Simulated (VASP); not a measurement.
A run of VASP 6.6.1:

Contents of INCAR:

```
SYSTEM = KCl
PREC = Accurate ; ENCUT = 520
EDIFF = 1E-6 ; ISMEAR = 0
SIGMA = 0.05 ; LREAL = .FALSE.
LASPH = .TRUE. ; NELM = 60
ALGO = Normal ; ISIF = 2
LWAVE = .FALSE. ; LCHARG = .TRUE.
GGA = PE ; LELF = .TRUE.
LVHAR = .TRUE. ; NBANDS = 15
```

KPOINTS

```
Automatic mesh
0
G
  8 8 8
  0 0 0
```

Contents of POSCAR:

```
KCl
1.0
    0.0000000000      3.2326287697      3.2326287697
    3.2326287697      0.0000000000      3.2326287697
    3.2326287697      3.2326287697      0.0000000000
K Cl
1 1
Direct
    0.0000000000      0.0000000000      0.0000000000
    0.5000000000      0.5000000000      0.5000000000
```

Potentials or basis: VASP PAW PBE potentials, release 64 (K_sv, Cl).

Command:

```console
$ cat potpaw_PBE.64/K_sv/POTCAR potpaw_PBE.64/Cl/POTCAR > POTCAR
$ mpirun -np 1 vasp_std > vasp.out
```

Hardware: 1 thread of AMD EPYC 7R13 (shared host).

Problem. Estimate the wall time of this run.

Solution. Wall time 62 s on 1 thread of AMD EPYC 7R13 (shared host), peak memory 0.18 GiB. Counts: scf iterations 13, k points 29.
